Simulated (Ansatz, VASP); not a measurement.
One calculation of LiH, two programs

File POSCAR:

```
LiH
1.0
    0.0000000000      2.0669690301      2.0669690301
    2.0669690301      0.0000000000      2.0669690301
    2.0669690301      2.0669690301      0.0000000000
Li H
1 1
Direct
    0.0000000000      0.0000000000      0.0000000000
    0.5000000000      0.5000000000      0.5000000000
```

The input INCAR.step1:

```
ALGO = Normal
EDIFF = 1E-4
ENCUT = 520
GGA = PE
ISMEAR = 0
LASPH = True
LCHARG = False
LREAL = False
LWAVE = True
NBANDS = 9
NELM = 80
PREC = Accurate
SIGMA = 0.02
```

File INCAR.step2:

```
ALGO = Normal
EDIFF = 1E-6
ENCUT = 520
ISIF = 2
ISMEAR = 0
ISTART = 1
LASPH = True
LCHARG = False
LMIXTAU = True
LREAL = False
LWAVE = False
METAGGA = R2SCAN
NBANDS = 9
NELM = 80
PREC = Accurate
SIGMA = 0.02
```

File KPOINTS:

```
k-points
0
Gamma
  10 10 10
```

Input for Ansatz:

```yaml
crystal:
  lattice:
    - [0.0, 2.0669690301, 2.0669690301]
    - [2.0669690301, 0.0, 2.0669690301]
    - [2.0669690301, 2.0669690301, 0.0]
  atoms:
    - { symbol: Li, position: [0.0, 0.0, 0.0] }
    - { symbol: H, position: [0.5, 0.5, 0.5] }
basis:
  ecutwfc: 500
kpoints:
  mp_grid: { grid: [10, 10, 10] }
hamiltonian:
  xc: r2scan
scf:
  occupations: { method: gaussian, width: 0.02 }
output:
  forces: true
  stress: true
  eigenvalues: true
  write_density: true
  write_potential: true
  elf: true
  volumetric_format: npy
```

Alike in both runs: task single point; functional r2SCAN; k mesh 10 × 10 × 10; occupations gaussian, width 0.02 eV; no spin polarisation.

|  | VASP | Ansatz |
| --- | --- | --- |
| version | VASP 6.6.1 | Ansatz 0.2.0 |
| potentials or method | VASP PAW PBE potentials, release 64 (Li_sv, H), cutoff 520 eV | scalar-relativistic, plane waves, PAW |
| valence electrons in the cell | 4 | 4 |

|  | VASP | Ansatz | Ansatz less VASP |
| --- | --- | --- | --- |
| gap on the k mesh at the Fermi level (eV) | 3.63 | 3.68 | +0.050 |
| least direct gap on the mesh (eV) | 3.63 | 3.68 | +0.050 |

VASP's potentials were made for PBE, not for r2SCAN. With one functional, cell and mesh, what is left measures potentials, basis and numerics.

Noted on VASP's run: the cutoff is short for stress, so the pressure is rough.
